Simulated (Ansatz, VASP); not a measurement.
One calculation of BP2, two programs

```
CELL_PARAMETERS angstrom
-2.42796 2.42796 2.95321
2.42796 -2.42796 2.95321
2.42796 2.42796 -2.95321
ATOMIC_POSITIONS crystal
B 0.25000 0.25000 0.00000
B 0.75000 0.75000 0.00000
P 0.66863 0.16863 0.83726
P 0.16863 0.33137 0.50000
P 0.33137 0.83137 0.16274
P 0.83137 0.66863 0.50000
```

Alike in both runs: functional PBE; k mesh 10 × 10 × 10; occupations gaussian, width 0.1 eV; no spin polarisation.

Ansatz relaxed the structure, and its values are those at the end. VASP's run is a single point on that final structure, the one shown.

```csv
,VASP,Ansatz
version,VASP 6.6.1,Ansatz 0.2.0
potentials or method,"VASP PAW PBE potentials, release 64 (B, P), cutoff 520 eV","scalar-relativistic, plane waves, PAW"
valence electrons in the cell,26,26
```

```tsv
	VASP	Ansatz	Ansatz less VASP
gap on the k mesh at the Fermi level (eV)	none	none	-
pressure (GPa)	-0.3	0.0	+0.28
rms of the force components (eV/Å)	0.006	0.000	-0.0057
```

A gap of «none» marks a metal or a gap that the smearing closes. With one functional, cell and mesh, what is left measures potentials, basis and numerics.
